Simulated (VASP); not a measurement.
A run of VASP 6.6.1 is set up as follows.

The input INCAR:

```
PREC = Accurate ; ENCUT = 600
EDIFF = 1E-6 ; ISMEAR = 1
SIGMA = 0.05 ; LREAL = F
LASPH = T ; NELM = 80
ALGO = Normal ; ISIF = 3
LWAVE = F ; LCHARG = F
GGA = PS ; IBRION = 2
NSW = 80 ; EDIFFG = -0.01
```

The input KPOINTS:

```
regular mesh
0
Gamma
  8 8 3
```

POSCAR

```
Al
1.0
    2.8270770000      0.0000000000      0.0000000000
   -1.4135385000      2.4483205005      0.0000000000
    0.0000000000      0.0000000000      9.1859930000
Al
4
Direct
    0.0000000000      0.0000000000      0.0000000000
    0.3333330000      0.6666670000      0.2500000000
    0.0000000000      0.0000000000      0.5000000000
    0.6666670000      0.3333330000      0.7500000000
```

Potentials or basis: VASP PAW PBE potentials, release 64 (Al).

Run with:

```bash
$ cat potpaw_PBE.64/Al/POTCAR > POTCAR
$ mpirun -np 1 vasp_std > vasp.out
```

**Question.** Predict the band gap on the k mesh.

**Answer.** Zero (band 6 reaches 12.20 eV, above the bottom of band 7 at 6.62 eV).

**Question.** Estimate the relaxed cell.

**Answer.** a = 2.864 Å, b = 2.864 Å, c = 9.163 Å, α = 90.00°, β = 90.00°, γ = 120.00°.

**Question.** What does it give for the relaxed volume?

**Answer.** 16.27 Å³/atom.

The path:
```tsv
step	energy change (eV)	largest force (eV/Å)	pressure (GPa)	volume (Å³)
1	0.0000	0.0000	1.82	63.58
2	-0.0137	0.0000	-0.23	65.25
3	-0.0137	0.0000	-0.19	65.22
4	-0.0141	0.0000	0.02	65.08
```

Caveat: the PAW data sets were made with another functional, which shifts forces and pressure a little.
